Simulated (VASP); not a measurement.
Input of a VASP 6.6.1 run:

INCAR

```
SYSTEM = MgO
PREC     = Accurate       ! precision mode
ENCUT    = 600            ! plane-wave cutoff, eV
EDIFF    = 1E-6           ! SCF threshold, eV
ISMEAR   = 0              ! smearing method
SIGMA    = 0.01           ! smearing width, eV
LREAL    = .FALSE.        ! projectors in reciprocal space
LASPH    = .TRUE.         ! aspherical terms in the spheres
NELM     = 120            ! most SCF steps
ALGO     = Normal         ! electronic algorithm
ISIF     = 2              ! what is computed and relaxed
LWAVE    = .FALSE.        ! write WAVECAR
LCHARG   = .TRUE.         ! write CHGCAR
GGA      = PE             ! functional
LELF     = .TRUE.         ! ELF
LVHAR    = .TRUE.       
NBANDS   = 11             ! bands
GGA_COMPAT= .FALSE.
```

Contents of KPOINTS:

```
Automatic mesh
0
G
  3 3 3
  0 0 0
```

The input POSCAR:

```
MgO
1.0
    0.0000000000      2.1055000000      2.1055000000
    2.1055000000      0.0000000000      2.1055000000
    2.1055000000      2.1055000000      0.0000000000
Mg O
1 1
Direct
    0.0000000000      0.0000000000      0.0000000000
    0.5000000000      0.5000000000      0.5000000000
```

Potentials or basis: VASP PAW PBE potentials, release 64 (Mg, O).

Command:

```sh
$ cat potpaw_PBE.64/Mg/POTCAR potpaw_PBE.64/O/POTCAR > POTCAR
$ mpirun -np 1 vasp_std > vasp.out
```

Problem. Predict the band gap on the k mesh.

Solution. 4.69 eV, direct.

Problem. Predict the pressure.

Solution. 4.3 GPa.

Caveat: the k points lie up to 0.86 Å⁻¹ apart. A hybrid or GW would open this gap; PBE tends to underestimate it.
